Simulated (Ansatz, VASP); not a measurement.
## GaP in VASP and in Ansatz

```xyz
2
Lattice="0.0000 2.7525 2.7525 2.7525 0.0000 2.7525 2.7525 2.7525 0.0000" Properties=species:S:1:pos:R:3 pbc="T T T"
Ga    0.0000    0.0000    0.0000
P     4.1288    4.1288    4.1288
```

Alike in both runs: functional PBE; k mesh 8 × 8 × 8; occupations gaussian, width 0.02 eV; no spin polarisation.

Ansatz relaxed the structure, and its values are those at the end. VASP's run is a single point on that final structure, the one shown.

```csv
,VASP,Ansatz
version,VASP 6.6.1,Ansatz 0.2.0
potentials or method,"VASP PAW PBE potentials, release 64 (Ga_d, P), cutoff 500 eV","scalar-relativistic, plane waves, PAW"
valence electrons in the cell,18,18
```

|  | VASP | Ansatz | Ansatz less VASP |
| --- | --- | --- | --- |
| gap on the k mesh at the Fermi level (eV) | 1.58 | 1.58 | +0.003 |
| least direct gap on the mesh (eV) | 1.58 | 1.58 | +0.003 |
| pressure (GPa) | 0.0 | 0.0 | +0.08 |

With one functional, cell and mesh, what is left measures potentials, basis and numerics.
